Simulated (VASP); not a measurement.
Write the native input for VASP 6.6.1 that does the following.

| Quantity | Value |
| --- | --- |
| Task | single point |
| Functional | PBEsol |
| Dispersion | D3(BJ) |
| Potentials or basis | VASP PAW PBE potentials, release 64 (Ta_pv, N) |
| Cutoff | 600 eV |
| k mesh | 10 × 10 × 8 |
| Occupations | gaussian, width 0.05 eV |
| Spin | collinear spin, ferromagnetic start |
| Starting moments | [0.05, 0.0] μB |
| Dipole correction | no |
| Further INCAR settings | ALGO = Normal; EDIFF = 1e-06; NBANDS = 19 |

The structure of TaN lies in POSCAR:

```
TaN
1.0
    2.9384134610      0.0000000000      0.0000000000
   -1.4692067305      2.5447407040      0.0000000000
    0.0000000000      0.0000000000      2.8821931156
Ta N
1 1
Direct
    0.3333333333      0.6666666667      0.5000000000
    0.0000000000      0.0000000000      0.0000000000
```

The input as run:

INCAR

```
SYSTEM = TaN
  PREC = Accurate
  ENCUT = 600
  EDIFF = 1E-6
  ISMEAR = 0
  SIGMA = 0.05
  LREAL = .False.
  LASPH = .True.
  NELM = 200
  ALGO = Normal
  ISIF = 2
  LWAVE = .False.
  LCHARG = .False.
  ISPIN = 2
  MAGMOM = 0.05 0
  LORBIT = 11
  LMAXMIX = 4
  GGA = PS
  IVDW = 12
  NBANDS = 19
  GGA_COMPAT = .False.
```

KPOINTS

```
regular mesh
0
Gamma
  10 10 8
  0 0 0
```

Potentials or basis: VASP PAW PBE potentials, release 64 (Ta_pv, N).

Launch:

```console
$ cat potpaw_PBE.64/Ta_pv/POTCAR potpaw_PBE.64/N/POTCAR > POTCAR
$ mpirun -np 1 vasp_std > vasp.out
```

It gave:

- Pressure: -11.1 GPa
- Band gap on the k mesh: zero (filled and empty bands overlap)
- Net moment: 0.00 μB per cell
- Valence electrons inside the program's atomic spheres: Ta 9.01; N 3.70
- Dispersion energy per atom: -0.459 eV

Caveat: the PAW data sets were made with another functional, which shifts forces and pressure a little; spin-orbit coupling is left out, which moves the levels of the heavy elements; pairwise dispersion overbinds metals, which lowers pressure and volume.

Run time: 48 s on 1 thread of Intel Xeon 8259CL (shared host), peak memory 0.2 GiB.
